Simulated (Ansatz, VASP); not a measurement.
## Two plane-wave programs on Sb

```
Sb
1.0
     3.16000    0.00000    0.00000
     0.00000    3.16000    0.00000
     0.00000    0.00000    3.16000
Sb
1
Direct
  0.00000 0.00000 0.00000
```

Alike in both runs: task relaxation of cell and atoms; functional PBE; dispersion D4; k mesh 8 × 8 × 8; occupations fermi-dirac, width 0.05 eV; no spin polarisation.

```csv
,VASP,Ansatz
version,VASP 6.6.1,Ansatz 0.2.0
potentials or method,"VASP PAW PBE potentials, release 64 (Sb)",Ansatz PAW
plane-wave cutoff (eV),600,420
valence electrons in the cell,5,15
```

|  | VASP | Ansatz | Ansatz less VASP |
| --- | --- | --- | --- |
| gap on the k mesh at the Fermi level, each at its own relaxed structure (eV) | none | none | - |
| relaxed volume (Å³/atom) | 28.88 | 28.89 | +0.007 |
| relaxed cell length with the largest relative difference (Å) | 3.068 | 3.068 | +0.0002 |

A gap of «none» marks a metal or a gap that the smearing closes. VASP's potentials hold 5 valence electrons a cell and Ansatz's 15, so a difference there can come from the potentials and not from the codes.

Neither program's run includes spin-orbit coupling. Noted on Ansatz's run: the plane-wave basis is chosen anew once the cell has moved, so the energies of steps on either side of that aren't comparable.
